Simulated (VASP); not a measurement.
A run of VASP 6.6.1 is set up as follows.

Contents of INCAR:

```
PREC = Accurate
ENCUT = 520
EDIFF = 1E-6
ISMEAR = -1
SIGMA = 0.05
LREAL = False
LASPH = True
NELM = 100
ALGO = Normal
ISIF = 2
LWAVE = False
LCHARG = True
GGA = CA
LELF = True
LVHAR = True
NBANDS = 24
```

KPOINTS

```
Automatic mesh
0
Gamma
  6 6 6
```

Contents of POSCAR:

```
SnTe3
1.0
    0.0000000000      3.8090339678      3.8090339678
    3.8090339678      0.0000000000      3.8090339678
    3.8090339678      3.8090339678      0.0000000000
Te Sn
3 1
Direct
    0.5000000000      0.5000000000      0.5000000000
    0.7500000000      0.7500000000      0.7500000000
    0.2500000000      0.2500000000      0.2500000000
    0.0000000000      0.0000000000      0.0000000000
```

Potentials or basis: VASP PAW LDA potentials, release 64 (Te, Sn_d).

The run is started by

```bash
$ cat potpaw_LDA.64/Te/POTCAR potpaw_LDA.64/Sn_d/POTCAR > POTCAR
$ mpirun -np 1 vasp_std > vasp.out
```

Predict the band gap on the k mesh.

zero (band 16 reaches 8.50 eV, above the bottom of band 17 at 6.15 eV).

Estimate the pressure.

-1.8 GPa.

Caveat: spin-orbit coupling is left out, which moves the levels of the heavy elements.
